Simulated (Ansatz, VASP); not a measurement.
Two plane-wave programs on MgS

File POSCAR:

```
MgS
1.0
    0.0000000000      2.8552202894      2.8552202894
    2.8552202894      0.0000000000      2.8552202894
    2.8552202894      2.8552202894      0.0000000000
Mg S
1 1
Direct
    0.0000000000      0.0000000000      0.0000000000
    0.7500000000      0.7500000000      0.7500000000
```

Contents of INCAR.step1:

```
SYSTEM = MgS
ALGO     = Normal         ! electronic algorithm
EDIFF    = 1E-4           ! SCF threshold, eV
ENCUT    = 520            ! plane-wave cutoff, eV
GGA      = PE             ! functional
ISMEAR   = 0              ! smearing method
LASPH    = .True.         ! aspherical terms in the spheres
LCHARG   = .False.        ! write CHGCAR
LREAL    = .False.        ! projectors in reciprocal space
LWAVE    = .True.         ! write WAVECAR
NBANDS   = 11             ! bands
NELM     = 80             ! most SCF steps
PREC     = Accurate       ! precision mode
SIGMA    = 0.01           ! smearing width, eV
```

The input INCAR.step2:

```
SYSTEM = MgS
ALGO     = Normal         ! electronic algorithm
EDIFF    = 1E-6           ! SCF threshold, eV
ENCUT    = 520            ! plane-wave cutoff, eV
ISIF     = 2              ! what is computed and relaxed
ISMEAR   = 0              ! smearing method
ISTART   = 1            
LASPH    = .True.         ! aspherical terms in the spheres
LCHARG   = .True.         ! write CHGCAR
LELF     = .True.         ! ELF
LMIXTAU  = .True.       
LREAL    = .False.        ! projectors in reciprocal space
LVHAR    = .True.       
LWAVE    = .False.        ! write WAVECAR
METAGGA  = R2SCAN         ! meta-GGA
NBANDS   = 11             ! bands
NELM     = 80             ! most SCF steps
PREC     = Accurate       ! precision mode
SIGMA    = 0.01           ! smearing width, eV
```

Contents of KPOINTS:

```
k-points
0
Gamma
  8 8 8
  0 0 0
```

Input for Ansatz:

```yaml
crystal:
  lattice:
    - [0.0, 2.8552202894, 2.8552202894]
    - [2.8552202894, 0.0, 2.8552202894]
    - [2.8552202894, 2.8552202894, 0.0]
  atoms:
    - { symbol: Mg, position: [0.0, 0.0, 0.0] }
    - { symbol: S, position: [0.75, 0.75, 0.75] }
kpoints:
  mp_grid: { grid: [8, 8, 8] }
  band_path:
    path:
      - [0.0, 0.0, 0.0]
      - [-0.5, -0.5, 0.0]
      - [-0.375, -0.375, 0.25]
      - [-0.375, 0.0, 0.375]
      - [0.0, 0.0, 0.5]
      - [-0.5, -0.25, 0.25]
    npoints: 1
hamiltonian:
  xc: r2scan
scf:
  occupations: { method: fixed }
  n_extra_bands: 4
output:
  forces: true
  stress: true
  eigenvalues: true
```

Change from the starting cell: hydrostatic strain +0.9%.

Alike in both runs: task single point; functional r2SCAN; k mesh 8 × 8 × 8; no spin polarisation.

```csv
,VASP,Ansatz
version,VASP 6.6.1,Ansatz 0.2.0
potentials or method,"VASP PAW PBE potentials, release 64 (Mg, S)","plane waves, PAW"
plane-wave cutoff (eV),520,500
occupations,"gaussian, width 0.01 eV",fixed
valence electrons in the cell,8,16
```

```tsv
	VASP	Ansatz	Ansatz less VASP
gap on the k mesh at the Fermi level (eV)	3.99	4.01	+0.013
pressure (GPa)	-1.7	-1.5	+0.28
```

VASP's potentials were made for PBE, not for r2SCAN. VASP's potentials hold 8 valence electrons a cell and Ansatz's 16, so a difference there can come from the potentials and not from the codes.
